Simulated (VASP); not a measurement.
# CuI (Marshite) (F-43m) in VASP: a series of runs, part 2 of 2

VASP 6.6.1. The steps go on from the part before.

### 3 Single point, PBE

This run uses another cell than the first one, of 27.33 Å³/atom, 0.943 times its volume.

The input, INCAR:

```
SYSTEM = CuI
ALGO = Normal ; EDIFF = 1E-7
ENCUT = 520 ; GGA = PE
ISIF = 2 ; ISMEAR = 0
LASPH = .True. ; LCHARG = .False.
LREAL = .False. ; LWAVE = .False.
NBANDS = 16 ; NELM = 80
PREC = Accurate ; SIGMA = 0.01
```

The input, KPOINTS:

```
k-points
0
Gamma
  8 8 8
  0 0 0
```

The input, POSCAR:

```
CuI
1.0
    0.0000000000      3.0120428512      3.0120428512
    3.0120428512      0.0000000000      3.0120428512
    3.0120428512      3.0120428512      0.0000000000
Cu I
1 1
Direct
    0.2500000000      0.2500000000      0.2500000000
    0.0000000000      0.0000000000      0.0000000000
```

Potentials or basis: VASP PAW PBE potentials, release 64 (Cu, I).

Launch:

```
cat potpaw_PBE.64/Cu/POTCAR potpaw_PBE.64/I/POTCAR > POTCAR
mpirun -np 1 vasp_std > vasp.out
```

OUTCAR:

```text
SYSTEM = CuI
   EDIFF = 1E-7
   ENCUT = 520
   GGA = PE
   ISIF = 2
   ISMEAR = 0
   LASPH = .True.
   LREAL = .False.
   NELM = 80
   PREC = Accurate

 ion  position               nearest neighbor table
   1  0.250  0.250  0.250-   2 2.61   2 2.61   2 2.61   2 2.61
   2  0.000  0.000  0.000-   1 2.61   1 2.61   1 2.61   1 2.61

  LATTYP: Found a face centered cubic cell.
 ALAT       =     6.0240857024

  Lattice vectors:

 A1 = (   0.0000000000,   3.0120428512,   3.0120428512)
 A2 = (   3.0120428512,   0.0000000000,   3.0120428512)
 A3 = (   3.0120428512,   3.0120428512,   0.0000000000)

Analysis of symmetry for initial positions (statically):
=====================================================================
 Subroutine PRICEL returns:
 Original cell was already a primitive cell.

 Routine SETGRP: Setting up the symmetry group for a
 face centered cubic supercell.

 Subroutine GETGRP returns: Found 24 space group operations
 (whereof 24 operations were pure point group operations)
 out of a pool of 48 trial point group operations.

The static configuration has the point symmetry T_d .

Analysis of symmetry for dynamics (positions and initial velocities):
=====================================================================
 Subroutine PRICEL returns:
 Original cell was already a primitive cell.

 Routine SETGRP: Setting up the symmetry group for a
 face centered cubic supercell.

 Subroutine GETGRP returns: Found 24 space group operations
 (whereof 24 operations were pure point group operations)
 out of a pool of 48 trial point group operations.

The dynamic configuration has the point symmetry T_d .

 Subroutine INISYM returns: Found 24 space group operations
 (whereof 24 operations are pure point group operations),
 and found     1 'primitive' translations
[... 103 lines left out ...]
   POTIM  = 0.5000    time-step for ionic-motion
   TEBEG  =    0.0;   TEEND  =   0.0 temperature during run
   PSTRESS=    0.0 pullay stress
   NELECT =      18.0000    total number of electrons
   NUPDOWN=      -1.0000    fix difference up-down
   EMIN   =  10.00;   EMAX   =-10.00  energy-range for DOS
   EFERMI =   0.00;   METHOD = LEGACY
   ISMEAR =     0;   SIGMA  =   0.01  broadening in eV -4-tet -1-fermi 0-gaus
   EFERMI_NEDOS =   21; number of points for ismear=-14 and -15
   IALGO  =     38    algorithm
   IMIX   =      4    mixing-type and parameters
     AMIX     =   0.40;   BMIX     =  1.00
     AMIX_MAG =   1.60;   BMIX_MAG =  1.00
  volume/ion in A,a.u.               =      27.33       184.41
  Fermi-wavevector in a.u.,A,eV,Ry     =   1.130562  2.136453 17.390576  1.278171
  Thomas-Fermi vector in A             =   2.267259
   LORBIT       =      0    0 simple, 1 ext, 2 COOP (PROOUT), +10 PAW based schemes
   GGA     = PE    functional components
   LHFCALC =     F    Hartree Fock is set to
   AEXX    =    0.0000 exact exchange contribution
   IVDW    =     0    specifies the selected vdW correction
   LEPSILON=     F    determine dielectric tensor
   LRPA    =     F    only Hartree local field effects (RPA)
 non-spin polarized calculation
 Gauss-broadening in eV      SIGMA  =   0.01
  energy-cutoff  :      520.00
  volume of cell :       54.65
 maximum number of plane-waves:      1480
   NGX = 15   NGY = 15   NGZ = 15

 number of electron      18.0000016 magnetization

 Free energy of the ion-electron system (eV)
  ---------------------------------------------------
  ext. energy  EPLUGINS =         0.00000000
  ---------------------------------------------------
  free energy    TOTEN  =        -5.55676599 eV

  energy without entropy =       -5.55676599  energy(sigma->0) =       -5.55676599

 E-fermi :   4.7625     XC(G=0):  -9.0269

 val. band max:        4.6406057135   @ k =   0.0000   0.0000   0.0000
 cond. band min:       5.8361820367   @ k =   0.0000   0.0000   0.0000
 fundamental gap:      1.1955763233
 Fermi energy:         4.7624804892

 k-point     1 :       0.0000    0.0000    0.0000
  band No.  band energies     occupation
      1      -9.4714      2.00000
      2       0.9146      2.00000
      3       0.9146      2.00000
      4       0.9146      2.00000
      5       2.7092      2.00000
      6       2.7092      2.00000
[... 433 lines left out ...]
      3       0.3713      2.00000
      4       0.8947      2.00000
      5       2.6427      2.00000
      6       2.7206      2.00000
[... 8 lines left out ...]
     15      15.4321      0.00000
     16      16.0104      0.00000

 [... further k-points ...]
[... 5 lines left out ...]
  --------------------------------------------------------------------------------------
  -------------------------------------------------------------------------------------
  Total        0.4006884      0.4006884      0.4006884      0.0000000     -0.0000000      0.0000000
  in kB       11.7463755     11.7463755     11.7463755      0.0000000     -0.0000000      0.0000000
  external PRESSURE =      11.7463755 kB  Pullay stress =       0.0000000 kB

 VOLUME and BASIS-vectors are now :
 -----------------------------------------------------------------------------
  energy-cutoff  :      520.00
  volume of cell :       54.65
      direct lattice vectors                 reciprocal lattice vectors
     0.000000000  3.012042851  3.012042851    -0.166000294  0.166000294  0.166000294
     3.012042851  0.000000000  3.012042851     0.166000294 -0.166000294  0.166000294
     3.012042851  3.012042851  0.000000000     0.166000294  0.166000294 -0.166000294

 POSITION                                       TOTAL-FORCE (eV/Angst)
 -----------------------------------------------------------------------------------
      1.50602      1.50602      1.50602         0.000000      0.000000      0.000000
      0.00000      0.00000      0.00000        -0.000000     -0.000000     -0.000000
 -----------------------------------------------------------------------------------
    total drift:                                0.000001      0.000001      0.000001

  FREE ENERGIE OF THE ION-ELECTRON SYSTEM (eV)
  ---------------------------------------------------
  free  energy   TOTEN  =        -5.5567659888 eV

  energy  without entropy=       -5.5567659888  energy(sigma->0) =       -5.55676599
```

OSZICAR:

```text
N       E                     dE             d eps       ncg     rms          rms(c)
DAV:   1     0.945671475616E+02    0.94567E+02   -0.75834E+03   928   0.119E+03
DAV:   2     0.293151993688E+00   -0.94274E+02   -0.85376E+02   976   0.227E+02
DAV:   3    -0.562240616376E+01   -0.59156E+01   -0.58365E+01  1304   0.611E+01
DAV:   4    -0.577677682362E+01   -0.15437E+00   -0.15432E+00  1096   0.939E+00
DAV:   5    -0.578559620474E+01   -0.88194E-02   -0.88193E-02  1408   0.249E+00    0.545E+00
DAV:   6    -0.570779579926E+01    0.77800E-01   -0.27644E+00   952   0.450E+01    0.348E+00
DAV:   7    -0.555771810236E+01    0.15008E+00   -0.66686E-01   968   0.271E+01    0.172E+00
DAV:   8    -0.555883877482E+01   -0.11207E-02   -0.34806E-02  1440   0.253E+00    0.458E-01
DAV:   9    -0.555658545856E+01    0.22533E-02   -0.82774E-03  1168   0.269E+00    0.146E-01
DAV:  10    -0.555676428619E+01   -0.17883E-03   -0.59758E-04  1088   0.151E-01    0.402E-02
DAV:  11    -0.555676830973E+01   -0.40235E-05   -0.19628E-04  1232   0.399E-01    0.329E-02
DAV:  12    -0.555676685803E+01    0.14517E-05   -0.13310E-05  1448   0.610E-02    0.241E-02
DAV:  13    -0.555676538234E+01    0.14757E-05   -0.50538E-06  1328   0.662E-02    0.579E-03
DAV:  14    -0.555676602646E+01   -0.64412E-06   -0.25696E-06  1504   0.293E-02    0.450E-03
DAV:  15    -0.555676598879E+01    0.37671E-07   -0.59929E-08   776   0.486E-03
   1 F= -.55567660E+01 E0= -.55567660E+01  d E =-.102543E-68
```

stdout:

```text
POSCAR found type information on POSCAR CuI
 POSCAR found :  2 types and       2 ions
 scaLAPACK will be used
 LDA part: xc-table for (Slater+PW92), standard interpolation
 POSCAR, INCAR and KPOINTS ok, starting setup
 FFT: planning ... GRIDC
 FFT: planning ... GRID_SOFT
 FFT: planning ... GRID
 WAVECAR not read
 entering main loop
```

It took 53 s on 1 thread of AMD EPYC 7R13, shared host; peak memory 0.16 GiB.

What came out:

- Free energy: -5.5568 eV
- Pressure: 1.2 GPa
- Band gap on the k mesh: 1.20 eV, direct

Levels at points of the mesh, in eV from the valence-band top:
```tsv
k point	band 6	band 7	band 8	band 9	band 10	band 11	band 12	band 13
(0.00, 0.00, 0.00)	-1.93	0.00	0.00	0.00	1.20	4.85	4.85	4.85
(0.50, 0.00, 0.00)	-1.90	-1.86	-0.74	-0.74	2.17	5.39	5.39	7.44
(0.50, 0.50, 0.00)	-1.87	-1.84	-1.56	-1.56	2.68	2.90	9.32	9.86
```

Caveat: spin-orbit coupling is left out, which moves the levels of the heavy elements.

### 4 Single point, r2SCAN

This run uses another cell than the first one, of 27.33 Å³/atom, 0.943 times its volume.

POSCAR is that of step 3.

The input, INCAR.step1:

```
PREC = Accurate
ENCUT = 520
ISMEAR = 0
SIGMA = 0.01
LREAL = False
LASPH = True
NELM = 60
NBANDS = 16
GGA = PE
ALGO = Normal
EDIFF = 1E-4
LWAVE = True
LCHARG = False
```

The input, INCAR.step2:

```
PREC = Accurate
ENCUT = 520
EDIFF = 1E-6
ISMEAR = 0
SIGMA = 0.01
LREAL = False
LASPH = True
NELM = 60
ALGO = Normal
ISIF = 2
LWAVE = False
LCHARG = False
METAGGA = R2SCAN
LMIXTAU = True
NBANDS = 16
ISTART = 1
```

The input, KPOINTS:

```
regular mesh
0
Gamma
  8 8 8
```

Launch:

```
cat potpaw_PBE.64/Cu/POTCAR potpaw_PBE.64/I/POTCAR > POTCAR
cp INCAR.step1 INCAR
mpirun -np 1 vasp_std > vasp.out
cp INCAR.step2 INCAR
mpirun -np 1 vasp_std > vasp.out
```

It took 2.8 min on 1 thread of AMD EPYC 7R13, shared host; peak memory 0.17 GiB.

It converged, with:

```yaml
Free_energy: -35.7955 eV
Pressure: -0.1 GPa
Band_gap_on_the_k_mesh: 1.67 eV, direct
```

Levels at points of the mesh, in eV from the valence-band top:
```tsv
k point	band 7	band 8	band 9	band 10	band 11	band 12
(0.00, 0.00, 0.00)	0.00	0.00	0.00	1.67	5.22	5.22
(0.50, 0.00, 0.00)	-1.85	-0.74	-0.74	2.57	5.73	5.73
(0.50, 0.50, 0.00)	-1.82	-1.57	-1.57	2.90	3.17	9.94
```

Caveat: the PAW data sets were made with another functional, which shifts forces and pressure a little; spin-orbit coupling is left out, which moves the levels of the heavy elements.

### 5 Summary

```tsv
level	cell	k mesh	gap on the mesh (eV)	pressure (GPa)
r2SCAN	a = 4.343 Å, angles 60.0°, 2 atoms	6 × 6 × 6	1.51	-2.2
PBE	a = 4.260 Å, angles 60.0°, 2 atoms	8 × 8 × 8	1.20	1.2
r2SCAN	a = 4.260 Å, angles 60.0°, 2 atoms	8 × 8 × 8	1.67	-0.1
```

Alike in all rows: task single point; potentials or basis VASP PAW PBE potentials, release 64 (Cu, I); no spin polarisation; cutoff (eV) 520; smearing gaussian 0.01 eV.

Caveats: spin-orbit coupling is left out, which moves the levels of the heavy elements; the PAW data sets were made with another functional, which shifts forces and pressure a little (some runs).

Absolute energies hang on the potentials; compare differences alone.
